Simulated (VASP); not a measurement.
ZnO:

```
CELL_PARAMETERS angstrom
3.31304 0.00000 0.00000
-1.65652 2.86917 0.00000
0.00000 0.00000 5.30781
ATOMIC_POSITIONS crystal
Zn 0.66667 0.33333 0.00000
Zn 0.33333 0.66667 0.50000
O 0.33333 0.66667 0.87901
O 0.66667 0.33333 0.37901
```

Base run:

- Program: VASP 6.6.1
- Functional: revPBE
- Potentials or basis: VASP PAW PBE potentials, release 64 (Zn, O)
- Cutoff: 520 eV
- k mesh: 9 × 9 × 5
- Occupations: fermi-dirac, width 0.05 eV
- Spin: no spin polarisation

Its results: band gap on the k mesh 0.77 eV; pressure 1.1 GPa; largest force 0.059 eV/Å.

Q: The run is repeated on the same cell with these changes: functional from revPBE to PBEsol; dispersion from none to D3(BJ). What comes out?

A: Band gap on the k mesh 0.60 eV; pressure -10.1 GPa; largest force 0.047 eV/Å.

Several settings changed at once.

Caveats: semilocal functionals underestimate gaps, and a narrow one can read as zero; the PAW data sets were made with another functional, which shifts forces and pressure a little; the cell stands under tension (at least some runs).

